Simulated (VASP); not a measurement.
Ba:

```
Ba
1.0
    -2.52538    2.52538    2.45000
     2.52538   -2.52538    2.45000
     2.52538    2.52538   -2.45000
Ba
1
Direct
  0.00000 0.00000 0.00000
```

This cell differs from its parent crystal: z stretched by -2 % at fixed volume.

Base run:

| Item | Value |
| --- | --- |
| Program | VASP 6.6.1 |
| Functional | PBE |
| Potentials or basis | VASP PAW PBE potentials, release 64 (Ba_sv) |
| Cutoff | 520 eV |
| k mesh | 10 × 10 × 10 |
| Occupations | fermi-dirac, width 0.05 eV |
| Spin | no spin polarisation |

Its results: band gap on the k mesh zero (band 5 reaches 2.06 eV, above the bottom of band 6 at 1.14 eV); pressure 0.2 GPa.

Problem. The run is repeated on the same cell with these changes: functional from PBE to PBEsol. What comes out?

Solution. Band gap on the k mesh zero (band 5 reaches 1.94 eV, above the bottom of band 6 at 1.04 eV); pressure -0.5 GPa.

PBEsol binds more tightly than PBE, so the same cell stands under less pressure.

Caveats: spin-orbit coupling is left out, which moves the levels of the heavy elements; the PAW data sets were made with another functional, which shifts forces and pressure a little (some runs).
